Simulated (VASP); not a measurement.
CdTe (rocksalt type):

```
CELL_PARAMETERS angstrom
0.00000 2.89816 2.89816
2.89816 0.00000 2.89816
2.89816 2.89816 0.00000
ATOMIC_POSITIONS crystal
Cd 0.00000 0.00000 0.00000
Te 0.50000 0.50000 0.50000
```

| Property | Result |
| --- | --- |
| Program | VASP 6.6.1 |
| Task | relaxation of cell and atoms |
| Functional | PBEsol |
| Potentials or basis | VASP PAW PBE potentials, release 64 (Cd, Te) |
| Cutoff | 600 eV |
| k mesh | 13 × 13 × 13 |
| Occupations | fermi-dirac, width 0.05 eV |
| Spin | no spin polarisation |

At the start: pressure 7.8 GPa; volume 24.34 Å³/atom.

**Question.** How do energy, volume and symmetry change on relaxing?

**Answer.** Over 3 steps the energy falls by 60.0 meV/atom and the volume is 27.09 Å³/atom (+11.3 %); space group Fm-3m (No. 225, to 0.05 Å).

The path:
| step | energy change (eV) | largest force (eV/Å) | pressure (GPa) | volume (Å³) |
| --- | --- | --- | --- | --- |
| 1 | 0.0000 | 0.0000 | 7.78 | 48.69 |
| 2 | -0.0887 | 0.0000 | -2.85 | 57.49 |
| 3 | -0.1199 | 0.0000 | 0.02 | 54.17 |

Final structure:
```cif
data_structure
_symmetry_space_group_name_H-M 'P 1'
_symmetry_Int_Tables_number 1
_cell_length_a 4.2471
_cell_length_b 4.2471
_cell_length_c 4.2471
_cell_angle_alpha 60.000
_cell_angle_beta 60.000
_cell_angle_gamma 60.000
_cell_volume 54.17
loop_
_atom_site_label
_atom_site_type_symbol
_atom_site_fract_x
_atom_site_fract_y
_atom_site_fract_z
_atom_site_occupancy
Cd1 Cd 0.00000 0.00000 0.00000 1
Te1 Te 0.50000 0.50000 0.50000 1
```

Caveat: the PAW data sets were made with another functional, which shifts forces and pressure a little.
